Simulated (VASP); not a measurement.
NaHf4S, 6 atoms in the cell. The structure is cubic, space group F-43m (No. 216). Conventional cell: a = 8.029 Å, b = 8.029 Å, c = 8.029 Å, α = 90.00°, β = 90.00°, γ = 90.00°. Na (site symmetry -43m) has 12 Hf at 3.33 Å and 4 S at 3.48 Å within 4.4 Å. Hf (site symmetry 3m) has 6 Hf at 2.84 Å and 3 S at 3.33 Å and 3 Na at 3.33 Å within 3.7 Å. Within 4.4 Å of S (site symmetry -43m) lie 12 Hf at 3.33 Å and 4 Na at 3.48 Å. The cell was built from a structure type or drawn by symmetry, and may not be a known phase.

* Program: VASP 6.6.1
* Task: single point
* Functional: PBE
* Potentials or basis: VASP PAW PBE potentials, release 64 (Na_pv, Hf_pv, S)
* Cutoff: 520 eV
* k mesh: 4 × 4 × 4
* Occupations: gaussian, width 0.1 eV
* Spin: no spin polarisation
* Dipole correction: no
* Further INCAR settings: ALGO = Normal; EDIFF = 1e-07; NBANDS = 36

Potentials or basis: VASP PAW PBE potentials, release 64 (Na_pv, Hf_pv, S).

The run is started by

```bash
$ cat potpaw_PBE.64/Na_pv/POTCAR potpaw_PBE.64/Hf_pv/POTCAR potpaw_PBE.64/S/POTCAR > POTCAR
$ mpirun -np 1 vasp_std > vasp.out
```

Hardware: 1 thread of Intel(R) Xeon(R) Platinum 8259CL CPU @ 2.50GHz (Skylake/Cascade Lake), on a shared host.

Problem. How long does it take, and how much memory?

Solution. Wall time 52 s on 1 thread of Intel(R) Xeon(R) Platinum 8259CL CPU @ 2.50GHz (Skylake/Cascade Lake) (shared host), peak memory 0.26 GiB. Counts: scf iterations 16, k points 8.
